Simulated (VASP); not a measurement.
Input of a VASP 6.6.1 run:

File POSCAR:

```
CdI2
1.0
    4.2470087461      0.0000000000      0.0000000000
   -2.1235043730      3.6780174642      0.0000000000
    0.0000000000      0.0000000000      6.8950251570
Cd I
1 2
Direct
    0.0000000000      0.0000000000      0.0000000000
    0.3333333333      0.6666666667      0.2493934726
    0.6666666667      0.3333333333      0.7506065274
```

INCAR.step1

```
SYSTEM = CdI2
PREC = Accurate
ENCUT = 550
ISMEAR = 0
SIGMA = 0.01
LREAL = .False.
LASPH = .True.
NELM = 120
NBANDS = 20
GGA = PE
ALGO = Normal
EDIFF = 1E-5
LWAVE = .True.
LCHARG = .False.
GGA_COMPAT = .False.
```

Contents of INCAR.step2:

```
SYSTEM = CdI2
PREC = Accurate
ENCUT = 550
EDIFF = 1E-6
ISMEAR = 0
SIGMA = 0.01
LREAL = .False.
LASPH = .True.
NELM = 120
ALGO = Normal
ISIF = 2
LWAVE = .False.
LCHARG = .False.
METAGGA = R2SCAN
LMIXTAU = .True.
NBANDS = 20
ISTART = 1
GGA_COMPAT = .False.
```

Contents of KPOINTS:

```
Automatic mesh
0
Gamma
  6 6 4
  0 0 0
```

Potentials or basis: VASP PAW PBE potentials, release 64 (Cd, I).

Command:

```console
$ cat potpaw_PBE.64/Cd/POTCAR potpaw_PBE.64/I/POTCAR > POTCAR
$ cp INCAR.step1 INCAR
$ mpirun -np 1 vasp_std > vasp.out
$ cp INCAR.step2 INCAR
$ mpirun -np 1 vasp_std > vasp.out
```

(1) Estimate the pressure.

(2) Predict the largest force.

(3) Predict the band gap on the k mesh.

Results:

(1) 1.0 GPa.

(2) 0.019 eV/Å.

(3) 2.81 eV (least direct gap 3.14 eV).

Caveat: the PAW data sets were made with another functional, which shifts forces and pressure a little; spin-orbit coupling is left out, which moves the levels of the heavy elements.
